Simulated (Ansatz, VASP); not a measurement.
One calculation of K3W, two programs

```
CELL_PARAMETERS angstrom
5.45931 0.00000 0.00000
0.00000 5.45931 0.00000
0.00000 0.00000 5.45931
ATOMIC_POSITIONS crystal
K 0.00000 0.50000 0.50000
K 0.50000 0.00000 0.50000
K 0.50000 0.50000 0.00000
W 0.00000 0.00000 0.00000
```

Alike in both runs: functional PBE; k mesh 8 × 8 × 8; occupations gaussian, width 0.1 eV; no spin polarisation.

Ansatz relaxed the structure, and its values are those at the end. VASP's run is a single point on that final structure, the one shown.

```csv
,VASP,Ansatz
version,VASP 6.6.1,Ansatz 0.2.0
potentials or method,"VASP PAW PBE potentials, release 64 (K_sv, W_sv), cutoff 520 eV","scalar-relativistic, plane waves, PAW"
valence electrons in the cell,41,41
```

```tsv
	VASP	Ansatz	Ansatz less VASP
gap on the k mesh at the Fermi level (eV)	none	none	-
pressure (GPa)	0.0	0.0	+0.01
```

A gap of «none» marks a metal or a gap that the smearing closes. The functional is the same, so the differences come from potentials, cutoffs and numerics.

Neither program's run includes spin-orbit coupling.
